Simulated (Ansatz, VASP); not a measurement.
## One calculation of Li2S, two programs

The input INCAR:

```
SYSTEM = Li2S
PREC     = Accurate       ! precision mode
ENCUT    = 750            ! plane-wave cutoff, eV
EDIFF    = 1E-6           ! SCF threshold, eV
ISMEAR   = 0              ! smearing method
SIGMA    = 0.05           ! smearing width, eV
LREAL    = .FALSE.        ! projectors in reciprocal space
LASPH    = .TRUE.         ! aspherical terms in the spheres
NELM     = 120            ! most SCF steps
ALGO     = Normal         ! electronic algorithm
ISIF     = 2              ! what is computed and relaxed
LWAVE    = .FALSE.        ! write WAVECAR
LCHARG   = .FALSE.        ! write CHGCAR
GGA      = PS             ! functional
IVDW     = 12             ! dispersion correction
NBANDS   = 13             ! bands
GGA_COMPAT= .FALSE.
```

KPOINTS

```
regular mesh
0
G
  8 8 8
  0 0 0
```

The input POSCAR:

```
Li2S
1.0
    0.0000000000      2.8102608241      2.8102608241
    2.8102608241      0.0000000000      2.8102608241
    2.8102608241      2.8102608241      0.0000000000
Li S
2 1
Direct
    0.2500000000      0.2500000000      0.2500000000
    0.7500000000      0.7500000000      0.7500000000
    0.0000000000      0.0000000000      0.0000000000
```

Input for Ansatz:

```yaml
crystal:
  lattice:
    - [0.0, 2.8102608241, 2.8102608241]
    - [2.8102608241, 0.0, 2.8102608241]
    - [2.8102608241, 2.8102608241, 0.0]
  atoms:
    - { symbol: Li, position: [0.25, 0.25, 0.25] }
    - { symbol: Li, position: [0.75, 0.75, 0.75] }
    - { symbol: S, position: [0.0, 0.0, 0.0] }
basis:
  ecutwfc: 420
  ecutrho_ratio: 4
kpoints:
  mp_grid: { grid: [8, 8, 8] }
hamiltonian:
  xc: pbesol
  dispersion: d3bj
scf:
  occupations: { method: gaussian, width: 0.05 }
output:
  forces: true
  stress: true
  eigenvalues: true
```

Alike in both runs: task single point; functional PBEsol; dispersion D3(BJ); k mesh 8 × 8 × 8; occupations gaussian, width 0.05 eV; no spin polarisation.

|  | VASP | Ansatz |
| --- | --- | --- |
| version | VASP 6.6.1 | Ansatz 0.2.0 |
| potentials or method | VASP PAW PBE potentials, release 64 (Li_sv, S), cutoff 750 eV | scalar-relativistic, plane waves, PAW |
| valence electrons in the cell | 12 | 12 |

```csv
,VASP,Ansatz,Ansatz less VASP
gap on the k mesh at the Fermi level (eV),3.19,3.19,0.000
least direct gap on the mesh (eV),4.31,4.31,-0.002
pressure (GPa),-1.8,-1.8,+0.04
```

VASP's potentials were made for PBE, not for PBEsol.
